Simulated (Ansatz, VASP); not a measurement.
Two plane-wave programs on Al

File INCAR:

```
SYSTEM = Al
PREC = Accurate ; ENCUT = 520
EDIFF = 1E-6 ; ISMEAR = 0
SIGMA = 0.15 ; LREAL = .False.
LASPH = .True. ; NELM = 60
ALGO = Fast ; ISIF = 2
LWAVE = .False. ; LCHARG = .False.
GGA = PE ; IVDW = 12
NBANDS = 14
```

Contents of KPOINTS:

```
regular mesh
0
Gamma
  18 18 6
  0 0 0
```

Contents of POSCAR:

```
Al
1.0
    2.8127701597      0.0000000000      0.0000000000
   -1.4063850799      2.4359304133      0.0000000000
    0.0000000000      0.0000000000      8.6968040567
Al
4
Direct
    0.0000000000      0.0000000000      0.0000000000
    0.3333333333      0.6666666667      0.2500000000
    0.0000000000      0.0000000000      0.5000000000
    0.6666666667      0.3333333333      0.7500000000
```

Input for Ansatz:

```yaml
crystal:
  lattice:
    - [2.8127701597, 0.0, 0.0]
    - [-1.4063850799, 2.4359304133, 0.0]
    - [0.0, 0.0, 8.6968040567]
  atoms:
    - { symbol: Al, position: [0.0, 0.0, 0.0] }
    - { symbol: Al, position: [0.3333333333, 0.6666666667, 0.25] }
    - { symbol: Al, position: [0.0, 0.0, 0.5] }
    - { symbol: Al, position: [0.6666666667, 0.3333333333, 0.75] }
basis:
  ecutwfc: 420
kpoints:
  mp_grid: { grid: [18, 18, 6] }
hamiltonian:
  xc: pbe
  pseudopotentials: { kind: paw, azcp: { folder: soft_1 } }
  dispersion: d3bj
scf:
  occupations: { method: gaussian, width: 0.15 }
output:
  forces: true
  stress: true
  eigenvalues: true
```

Alike in both runs: task single point; functional PBE; dispersion D3(BJ); k mesh 18 × 18 × 6; occupations gaussian, width 0.15 eV; no spin polarisation.

```csv
,VASP,Ansatz
version,VASP 6.6.1,Ansatz 0.2.0
potentials or method,"VASP PAW PBE potentials, release 64 (Al), cutoff 520 eV","scalar-relativistic, plane waves, PAW"
valence electrons in the cell,12,12
```

|  | VASP | Ansatz | Ansatz less VASP |
| --- | --- | --- | --- |
| gap on the k mesh at the Fermi level (eV) | none | none | - |
| pressure (GPa) | 6.5 | 6.5 | 0.00 |
| traceless stress, the component that is largest in VASP (GPa) | 4.29 | 4.29 | -0.003 |

A gap of «none» marks a metal or a gap that the smearing closes.
